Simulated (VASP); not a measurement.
Write the native input for VASP 6.6.1 that does the following.

```
Task                   : single point
Functional             : PBE
Potentials or basis    : VASP PAW PBE potentials, release 64 (W_sv, S)
Cutoff                 : 520 eV
k mesh                 : 16 × 16 × 4
Occupations            : fermi-dirac, width 0.02 eV
Spin                   : collinear spin
Starting moments       : [2.0, 2.0, 0.0, 0.0, 0.0, 0.0] μB
Dipole correction      : no
Further INCAR settings : ALGO = Normal; EDIFF = 1e-06; NBANDS = 39
```

The structure of WS2 lies in POSCAR:

```
WS2
1.0
    3.1532000000      0.0000000000      0.0000000000
   -1.5766000000      2.7307513032      0.0000000000
    0.0000000000      0.0000000000     12.6926900000
W S
2 4
Direct
    0.3333333333      0.6666666667      0.2500000000
    0.6666666667      0.3333333333      0.7500000000
    0.3333333333      0.6666666667      0.6256052138
    0.6666666667      0.3333333333      0.1256052138
    0.3333333333      0.6666666667      0.8743947862
    0.6666666667      0.3333333333      0.3743947862
```

This cell differs from its parent crystal: z stretched by +3 %, then relaxed in part.

The input as run:

INCAR

```
SYSTEM = WS2
PREC = Accurate
ENCUT = 520
EDIFF = 1E-6
ISMEAR = -1
SIGMA = 0.02
LREAL = .False.
LASPH = .True.
NELM = 150
ALGO = Normal
ISIF = 2
LWAVE = .False.
LCHARG = .False.
ISPIN = 2
MAGMOM = 2 2 0 0 0 0
LORBIT = 11
LMAXMIX = 4
GGA = PE
NBANDS = 39
KPAR = 4
```

KPOINTS

```
regular mesh
0
Gamma
  16 16 4
  0 0 0
```

Potentials or basis: VASP PAW PBE potentials, release 64 (W_sv, S).

Run with:

```bash
$ cat potpaw_PBE.64/W_sv/POTCAR potpaw_PBE.64/S/POTCAR > POTCAR
$ mpirun -np 4 vasp_std > vasp.out
```

It gave:

```
Pressure                                              : 3.1 GPa
Largest force                                         : 0.015 eV/Å
Band gap on the k mesh                                : 1.16 eV (least direct gap 2.02 eV)
Net moment                                            : 0.00 μB per cell
Valence electrons inside the program's atomic spheres : W 12.03; S 3.73
```

Caveat: the cell differs from its parent crystal (z stretched by +3 %, then relaxed in part); the cell stands under pressure; spin-orbit coupling is left out, which moves the levels of the heavy elements; this functional lacks dispersion, which binds the layers, so the pressure and a relaxed spacing across them are unreliable.

It took 4.2 min on 4 MPI ranks on Oxide Virtual Turin-like Processor, on a shared host, peak memory 0.61 GiB a rank.
